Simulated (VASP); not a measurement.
N: relaxation of cell and atoms with r2SCAN

N:

```xyz
4
Lattice="4.1672 0.0000 0.0000 -2.0836 3.6089 0.0000 0.0000 0.0000 7.0060" Properties=species:S:1:pos:R:3 pbc="T T T"
N     0.0000    2.4060    2.3045
N     0.0000    2.4060    1.1985
N     2.0836    1.2030    5.8075
N     2.0836    1.2030    4.7015
```

```yaml
Program: VASP 6.6.1
Task: relaxation of cell and atoms
Functional: r2SCAN
Potentials_or_basis: VASP PAW PBE potentials, release 64 (N_h)
Cutoff: 910 eV
k_mesh: 6 × 6 × 4
Occupations: gaussian, width 0.1 eV
Spin: no spin polarisation
Dipole_correction: no
Further_INCAR_settings: ALGO = Normal; EDIFF = 1e-07; IBRION = 2; EDIFFG = -0.04; NSW = 90; ISIF = 3
```

```
Relaxed volume                        : 26.22 Å³/atom
Relaxed cell                          : a = 4.167 Å, b = 4.167 Å, c = 6.974 Å, α = 90.00°, β = 90.00°, γ = 120.00°
Space group after relaxing (to 0.1 Å) : P6_3/mmc (No. 194)
Pressure after relaxing               : 0.0 GPa
Largest force after relaxing          : 0.033 eV/Å
Band gap on the k mesh                : 7.92 eV (least direct gap 8.23 eV)
```

Forces on the atoms (eV/Å):
```
N    0.000  0.000  0.033
N    0.000  0.000 -0.033
N    0.000  0.000  0.033
N    0.000  0.000 -0.033
```

Stress tensor (GPa, compression positive):
```
-0.12  0.00  0.00
 0.00 -0.12  0.00
 0.00  0.00  0.20
```

Final structure:
```xyz
4
Lattice="4.1668 0.0000 0.0000 -2.0834 3.6086 0.0000 0.0000 0.0000 6.9744" Properties=species:S:1:pos:R:3 pbc="T T T"
N     0.0000    2.4057    2.2902
N     0.0000    2.4057    1.1970
N     2.0834    1.2029    5.7774
N     2.0834    1.2029    4.6842
```

Levels at points of the mesh, in eV from the valence-band top:
| k point | band 7 | band 8 | band 9 | band 10 | band 11 | band 12 | band 13 | band 14 |
| --- | --- | --- | --- | --- | --- | --- | --- | --- |
| (0.00, 0.00, 0.00) | -1.56 | -1.56 | -1.06 | 0.00 | 8.69 | 8.69 | 9.19 | 9.19 |
| (0.50, 0.00, 0.00) | -1.75 | -1.59 | -0.54 | -0.21 | 8.03 | 8.39 | 8.78 | 9.30 |
| (0.00, 0.00, 0.50) | -1.61 | -1.61 | -0.48 | -0.48 | 8.93 | 8.93 | 8.93 | 8.93 |
| (0.50, 0.00, 0.50) | -1.67 | -1.67 | -0.42 | -0.42 | 8.40 | 8.40 | 8.82 | 8.82 |

Wall time 43 min on 1 thread of Intel(R) Xeon(R) 6975P-C (Granite Rapids) (shared host), peak memory 0.41 GiB.

Caveat: the PAW data sets were made with another functional, which shifts forces and pressure a little. A k mesh can miss the band edges.
